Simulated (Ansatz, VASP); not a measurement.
One calculation of Sn3Br, two programs

Contents of INCAR:

```
SYSTEM = Sn3Br
PREC     = Accurate       ! precision mode
ENCUT    = 520            ! plane-wave cutoff, eV
EDIFF    = 1E-7           ! SCF threshold, eV
ISMEAR   = 0              ! smearing method
SIGMA    = 0.1            ! smearing width, eV
LREAL    = .FALSE.        ! projectors in reciprocal space
LASPH    = .TRUE.         ! aspherical terms in the spheres
NELM     = 60             ! most SCF steps
ALGO     = Normal         ! electronic algorithm
ISIF     = 2              ! what is computed and relaxed
LWAVE    = .FALSE.        ! write WAVECAR
LCHARG   = .TRUE.         ! write CHGCAR
GGA      = PE             ! functional
LELF     = .TRUE.         ! ELF
LVHAR    = .TRUE.       
NBANDS   = 32             ! bands
```

File KPOINTS:

```
Automatic mesh
0
G
  4 4 4
  0 0 0
```

POSCAR

```
Sn3Br
1.0
    4.7085691208      0.0000000000      0.0000000000
    0.0000000000      4.7085691208      0.0000000000
    0.0000000000      0.0000000000      4.7085691208
Sn Br
3 1
Direct
    0.0000000000      0.5000000000      0.5000000000
    0.5000000000      0.0000000000      0.5000000000
    0.5000000000      0.5000000000      0.0000000000
    0.0000000000      0.0000000000      0.0000000000
```

Input for Ansatz:

```yaml
crystal:
  lattice:
    - [4.7085691208, 0.0, 0.0]
    - [0.0, 4.7085691208, 0.0]
    - [0.0, 0.0, 4.7085691208]
  atoms:
    - { symbol: Sn, position: [0.0, 0.5, 0.5] }
    - { symbol: Sn, position: [0.5, 0.0, 0.5] }
    - { symbol: Sn, position: [0.5, 0.5, 0.0] }
    - { symbol: Br, position: [0.0, 0.0, 0.0] }
basis:
  ecutwfc: 420
kpoints:
  mp_grid: { grid: [4, 4, 4] }
hamiltonian:
  xc: pbe
scf:
  occupations: { method: gaussian, width: 0.1 }
  lower_state_search: "off"
output:
  forces: true
  stress: true
  eigenvalues: true
```

Alike in both runs: task single point; functional PBE; k mesh 4 × 4 × 4; occupations gaussian, width 0.1 eV; no spin polarisation.

```csv
,VASP,Ansatz
version,VASP 6.6.1,Ansatz 0.2.0
potentials or method,"VASP PAW PBE potentials, release 64 (Sn_d, Br), cutoff 520 eV","scalar-relativistic, plane waves, PAW"
valence electrons in the cell,49,49
```

|  | VASP | Ansatz | Ansatz less VASP |
| --- | --- | --- | --- |
| gap on the k mesh at the Fermi level (eV) | none | none | - |
| pressure (GPa) | 4.0 | 4.0 | +0.04 |

A gap of «none» marks a metal or a gap that the smearing closes.
